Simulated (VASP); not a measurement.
The system is Cd.

```
Cd
1.0
     3.00837    0.00000    0.00000
    -1.50418    2.60532    0.00000
     0.00000    0.00000    5.67327
Cd
2
Cartesian
  0.0000 1.7369 1.4183
  1.5042 0.8684 4.2550
```

Base run:

| Property | Result |
| --- | --- |
| Program | VASP 6.6.1 |
| Functional | PBE |
| Potentials or basis | VASP PAW PBE potentials, release 64 (Cd) |
| Cutoff | 500 eV |
| k mesh | 16 × 16 × 7 |
| Occupations | fermi-dirac, width 0.05 eV |
| Spin | no spin polarisation |

Its results: band gap on the k mesh zero (bands 12 and 13 overlap by 3.81 eV); pressure 1.5 GPa.

Problem. The run is repeated on the same cell with these changes: cutoff from 500 eV to 400 eV; further incar settings from ALGO = Normal; EDIFF = 1e-06; NBANDS = 19 to ALGO = Normal; EDIFF = 1e-08; NBANDS = 19. What comes out?

Solution. Band gap on the k mesh zero (bands 12 and 13 overlap by 3.81 eV); pressure 0.6 GPa.
